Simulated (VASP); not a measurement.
Runs of VASP 6.6.1 on In2S. The structure is that of space group Fm-3m (No. 225), or close to it. The cells are those of the table. 

```tsv
cell	k mesh	smearing	gap on the mesh (eV)	pressure (GPa)
a = 5.159 Å, angles 60.0°, 3 atoms	8 × 8 × 8	gaussian 0.02 eV	none	-1.0
a = 4.695 Å, angles 60.0°, 3 atoms	4 × 4 × 4	gaussian 0.05 eV	none	10.8
a = 5.087 Å, angles 60.0°, 3 atoms	8 × 8 × 8	gaussian 0.02 eV	none	(b)
a = 4.833 Å, angles 60.0°, 3 atoms	4 × 4 × 4	gaussian 0.05 eV	none	5.8
a = 4.096 Å, angles 60.0°, 3 atoms	6 × 6 × 6	gaussian 0.05 eV	none	(a)
a = 4.412 Å, angles 60.0°, 3 atoms	6 × 6 × 6	gaussian 0.05 eV	none	24.7
a = 5.132 Å, angles 60.0°, 3 atoms	4 × 4 × 4	gaussian 0.05 eV	0.23	-0.2
```

Alike in all rows: task single point; level PBE; potentials or basis VASP PAW PBE potentials, release 64 (S, In_d); no spin polarisation; cutoff (eV) 500.

Task: Fill in the values left out.

Result: (a) 66.6; (b) 0.0.

Caveats: some runs use coarse meshes; spin-orbit coupling is left out, which moves the levels of the heavy elements; the cell stands under pressure (at least some runs).

A k mesh can miss the band edges, and the runs leave out spin-orbit coupling on In.

A gap of «none» marks levels without a gap at the run's occupations.
